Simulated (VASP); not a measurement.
Runs of VASP 6.6.1 on FeCo. The structure is that of space group Pm-3m (No. 221), or close to it. The cells are those of the table. The cell was built from a structure type or drawn by symmetry, and may not be a known phase.

```tsv
task	cell	k mesh	gap on the mesh (eV)	pressure (GPa)	moment (μB)
single point	a = 2.850 Å, 2 atoms	6 × 6 × 6	none	(a)	4.71
single point	a = 2.845 Å, 2 atoms	20 × 20 × 20	none	-0.5	(b)
relaxation of cell and atoms	relaxed from a = 2.682 Å, 2 atoms	6 × 6 × 6	none	-0.4	4.71
single point	a = 2.682 Å, 2 atoms	6 × 6 × 6	none	48.6	4.13
```

Alike in all rows: level PBE; potentials or basis VASP PAW PBE potentials, release 64 (Fe, Co); spin collinear, ferromagnetic start; cutoff (eV) 600; smearing gaussian 0.1 eV.

Task: Fill in the values left out.

Result: (a) -0.3; (b) 4.51.

Caveats: some runs use coarse meshes.

A gap of «none» marks levels without a gap at the run's occupations.
